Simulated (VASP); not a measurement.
**Au: single point with LDA**

Au:

```
CELL_PARAMETERS angstrom
0.00000 2.05850 2.05850
2.05850 0.00000 2.05850
2.05850 2.05850 0.00000
ATOMIC_POSITIONS crystal
Au 0.00000 0.00000 0.00000
```

| Item | Value |
| --- | --- |
| Program | VASP 6.6.1 |
| Task | single point |
| Functional | LDA |
| Potentials or basis | VASP PAW LDA potentials, release 64 (Au) |
| Cutoff | 520 eV |
| k mesh | 8 × 8 × 8 |
| Occupations | gaussian, width 0.1 eV |
| Spin | no spin polarisation |
| Dipole correction | no |
| Further INCAR settings | ALGO = Fast; EDIFF = 1e-07; NBANDS = 12 |

The pressure is -7.3 GPa.

Levels at points of the mesh, in eV from the Fermi level:
| k point | band 4 | band 5 | band 6 | band 7 | band 8 | band 9 |
| --- | --- | --- | --- | --- | --- | --- |
| (0.00, 0.00, 0.00) | -4.49 | -3.02 | -3.02 | 14.60 | 18.42 | 18.42 |
| (0.50, 0.00, 0.00) | -1.86 | -1.86 | -0.81 | 3.01 | 14.05 | 16.93 |
| (0.50, 0.50, 0.00) | -1.55 | -1.55 | 1.11 | 5.64 | 9.94 | 9.94 |

It took 4.4 s on 1 thread of Intel Xeon 6975P-C, with other jobs on the host, peak memory 0.13 GiB.

Caveat: spin-orbit coupling is left out, which moves the levels of the heavy elements.
